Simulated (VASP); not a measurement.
Here is a VASP 6.6.1 calculation.

The input INCAR:

```
SYSTEM = Te
PREC     = Accurate       ! precision mode
ENCUT    = 520            ! plane-wave cutoff, eV
EDIFF    = 1E-6           ! SCF threshold, eV
ISMEAR   = 0              ! smearing method
SIGMA    = 0.15           ! smearing width, eV
LREAL    = .False.        ! projectors in reciprocal space
LASPH    = .True.         ! aspherical terms in the spheres
NELM     = 100            ! most SCF steps
ALGO     = Normal         ! electronic algorithm
ISIF     = 2              ! what is computed and relaxed
LWAVE    = .False.        ! write WAVECAR
LCHARG   = .False.        ! write CHGCAR
GGA      = PS             ! functional
NBANDS   = 9              ! bands
```

KPOINTS

```
regular mesh
0
Gamma
  15 15 15
  0 0 0
```

File POSCAR:

```
Te
1.0
    2.1910722809      1.2650161712      1.8247249955
   -2.1910722809      1.2650161712      1.8247249955
    0.0000000000     -2.5300323423      1.8247249956
Te
1
Direct
    0.5000000000      0.5000000000      0.5000000000
```

Potentials or basis: VASP PAW PBE potentials, release 64 (Te).

Launch:

```console
$ cat potpaw_PBE.64/Te/POTCAR > POTCAR
$ mpirun -np 1 vasp_std > vasp.out
```

(1) What does it give for the band gap on the k mesh?

(2) What does it give for the pressure?

Answers

(1) zero (bands 3 and 4 overlap by 5.92 eV).

(2) 1.8 GPa.

Caveat: the PAW data sets were made with another functional, which shifts forces and pressure a little; spin-orbit coupling is left out, which moves the levels of the heavy elements.
